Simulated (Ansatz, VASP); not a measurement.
**One calculation of KF, two programs**

```xyz
2
Lattice="0.0000 2.6374 2.6374 2.6374 0.0000 2.6374 2.6374 2.6374 0.0000" Properties=species:S:1:pos:R:3 pbc="T T T"
K     0.0000    0.0000    0.0000
F     2.6374    2.6374    2.6374
```

Change from the starting cell: volume scaled by 0.96, PAW files.

Alike in both runs: task electric field gradients; functional PBEsol; k mesh 9 × 9 × 9; occupations fermi-dirac, width 0.01 eV; no spin polarisation.

|  | VASP | Ansatz |
| --- | --- | --- |
| version | VASP 6.6.1 | Ansatz 0.2.0 |
| potentials or method | VASP PAW PBE potentials, release 64 (K_sv, F) | PAW with Ansatz's default frozen-core files, scalar-relativistic |
| plane-wave cutoff (eV) | 520 | 420 |
| valence electrons in the cell | 16 | 16 |

|  | VASP | Ansatz | Ansatz less VASP |
| --- | --- | --- | --- |
| gap on the k mesh at the Fermi level (eV) | 6.23 | 6.25 | +0.018 |
| pressure (GPa) | 0.7 | 0.6 | -0.08 |

VASP's potentials were made for PBE, not for PBEsol.
